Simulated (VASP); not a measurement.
Here is a VASP 6.6.1 calculation.

File INCAR:

```
SYSTEM = MgO
PREC = Accurate
ENCUT = 600
EDIFF = 1E-6
ISMEAR = 0
SIGMA = 0.02
LREAL = .False.
LASPH = .True.
NELM = 120
ALGO = Normal
ISIF = 2
LWAVE = .False.
LCHARG = .False.
GGA = PE
NBANDS = 11
GGA_COMPAT = .False.
```

The input KPOINTS:

```
regular mesh
0
Gamma
  8 8 8
  0 0 0
```

File POSCAR:

```
MgO
1.0
    0.0000000000      2.1287000000      2.1287000000
    2.1287000000      0.0000000000      2.1287000000
    2.1287000000      2.1287000000      0.0000000000
Mg O
1 1
Direct
    0.0000000000      0.0000000000      0.0000000000
    0.5000000000      0.5000000000      0.5000000000
```

Potentials or basis: VASP PAW PBE potentials, release 64 (Mg, O).

Launch:

```sh
$ cat potpaw_PBE.64/Mg/POTCAR potpaw_PBE.64/O/POTCAR > POTCAR
$ mpirun -np 1 vasp_std > vasp.out
```

**Question.** Estimate the pressure.

**Answer.** -1.4 GPa.

**Question.** What does it give for the band gap on the k mesh?

**Answer.** 4.42 eV, direct.
